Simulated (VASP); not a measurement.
**TaC: single point with PBEsol+D3(BJ)**

Crystal: TaC.

```
CELL_PARAMETERS angstrom
0.00000 2.22300 2.22300
2.22300 0.00000 2.22300
2.22300 2.22300 0.00000
ATOMIC_POSITIONS crystal
Ta 0.00000 0.00000 0.00000
C 0.50000 0.50000 0.50000
```

```
Program                : VASP 6.6.1
Task                   : single point
Functional             : PBEsol
Dispersion             : D3(BJ)
Potentials or basis    : VASP PAW PBE potentials, release 64 (Ta_pv, C)
Cutoff                 : 600 eV
k mesh                 : 9 × 9 × 9
Occupations            : fermi-dirac, width 0.1 eV
Spin                   : no spin polarisation
Dipole correction      : no
Further INCAR settings : ALGO = Normal; EDIFF = 1e-06; NBANDS = 14
```

| Property | Result |
| --- | --- |
| Pressure | -7.3 GPa |
| Dispersion energy per atom | -0.461 eV |

Levels at points of the mesh, in eV from the Fermi level:
```
           k point  band 5  band 6  band 7  band 8  band 9  band 10  band 11  band 12
(0.00, 0.00, 0.00)   -1.33   -1.33   -1.33   -0.39   -0.39    -0.39     0.68     0.68
```

It took 16 s on 1 thread of Intel(R) Xeon(R) 6975P-C (Granite Rapids), on a shared host, peak memory 0.17 GiB.

Caveat: the PAW data sets were made with another functional, which shifts forces and pressure a little; spin-orbit coupling is left out, which moves the levels of the heavy elements; pairwise dispersion overbinds metals, which lowers pressure and volume.
